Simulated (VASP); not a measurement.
Wanted: the native input for a VASP 6.6.1 run.

| Item | Value |
| --- | --- |
| Task | single point |
| Functional | r2SCAN |
| Potentials or basis | VASP PAW PBE potentials, release 64 (Ti_sv, Ni) |
| Cutoff | 520 eV |
| k mesh | 18 × 18 × 18 |
| Occupations | gaussian, width 0.1 eV |
| Spin | no spin polarisation |
| Dipole correction | no |
| Further INCAR settings | ALGO = Normal; EDIFF = 1e-06; NBANDS = 18 |

Crystal: TiNi.

```xyz
2
Lattice="3.0277 0.0000 0.0000 0.0000 3.0277 0.0000 0.0000 0.0000 2.8991" Properties=species:S:1:pos:R:3 pbc="T T T"
Ti    1.5139    1.5139    1.4496
Ni    0.0000    0.0000    0.0000
```

This cell differs from its parent crystal: uniaxial strain along c: -3.0 %, then relaxed in part.

The input as run:

POSCAR

```
TiNi
1.0
    3.0277224988      0.0000000000      0.0000000000
    0.0000000000      3.0277224988      0.0000000000
    0.0000000000      0.0000000000      2.8991258141
Ti Ni
1 1
Direct
    0.5000000000      0.5000000000      0.5000000000
    0.0000000000      0.0000000000      0.0000000000
```

INCAR.step1

```
SYSTEM = TiNi
ALGO = Normal ; EDIFF = 1E-4
ENCUT = 520 ; GGA = PE
ISMEAR = 0 ; LASPH = .True.
LCHARG = .False. ; LREAL = .False.
LWAVE = .True. ; NBANDS = 18
NELM = 100 ; PREC = Accurate
SIGMA = 0.1
```

INCAR.step2

```
SYSTEM = TiNi
ALGO = Normal ; EDIFF = 1E-6
ENCUT = 520 ; ISIF = 2
ISMEAR = 0 ; ISTART = 1
LASPH = .True. ; LCHARG = .False.
LMIXTAU = .True. ; LREAL = .False.
LWAVE = .False. ; METAGGA = R2SCAN
NBANDS = 18 ; NELM = 100
PREC = Accurate ; SIGMA = 0.1
```

KPOINTS

```
k-points
0
Gamma
  18 18 18
  0 0 0
```

Potentials or basis: VASP PAW PBE potentials, release 64 (Ti_sv, Ni).

Launch:

```bash
$ cat potpaw_PBE.64/Ti_sv/POTCAR potpaw_PBE.64/Ni/POTCAR > POTCAR
$ cp INCAR.step1 INCAR
$ mpirun -np 1 vasp_std > vasp.out
$ cp INCAR.step2 INCAR
$ mpirun -np 1 vasp_std > vasp.out
```

Results of the run:

| Quantity | Value |
| --- | --- |
| Pressure | 1.2 GPa |
| Band gap on the k mesh | zero (band 11 reaches 10.15 eV, above the bottom of band 12 at 8.39 eV) |

Caveat: the cell differs from its parent crystal (uniaxial strain along c: -3.0 %, then relaxed in part); the PAW data sets were made with another functional, which shifts forces and pressure a little.

Run time: 5.2 min on 1 thread of Intel(R) Xeon(R) 6975P-C (Granite Rapids), with other jobs on the host, peak memory 0.37 GiB.
